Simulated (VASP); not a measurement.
MnNb:

```
Mn Nb
1.0
     0.00000    2.52684    2.52684
     2.52684    0.00000    2.52684
     2.52684    2.52684    0.00000
Mn Nb
1 1
Direct
  0.00000 0.00000 0.00000
  0.75000 0.75000 0.75000
```

```yaml
Program: VASP 6.6.1
Task: relaxation of cell and atoms
Functional: PBE
Potentials_or_basis: VASP PAW PBE potentials, release 64 (Mn_pv, Nb_sv)
Cutoff: 600 eV
k_mesh: 6 × 6 × 6
Occupations: gaussian, width 0.1 eV
Spin: no spin polarisation
```

At the start: pressure 32.6 GPa; volume 16.13 Å³/atom.

**Question.** How do energy, volume and symmetry change on relaxing?

**Answer.** Over 4 steps the energy falls by 328.6 meV/atom and the volume is 20.09 Å³/atom (+24.5 %); space group F-43m (No. 216, to 0.05 Å).

Step by step:
```tsv
step	energy change (eV)	largest force (eV/Å)	pressure (GPa)	volume (Å³)
1	0.0000	0.0000	32.57	32.27
2	-0.1369	0.0000	-13.93	50.14
3	-0.6570	0.0000	-0.45	40.36
4	-0.6573	0.0000	0.04	40.18
```

Final structure:
```
CELL_PARAMETERS angstrom
0.00000 2.71857 2.71857
2.71857 0.00000 2.71857
2.71857 2.71857 0.00000
ATOMIC_POSITIONS crystal
Mn 0.00000 0.00000 0.00000
Nb 0.75000 0.75000 0.75000
```

Caveat: the volume moved by over 15 % at a fixed basis, so the end points are rough.
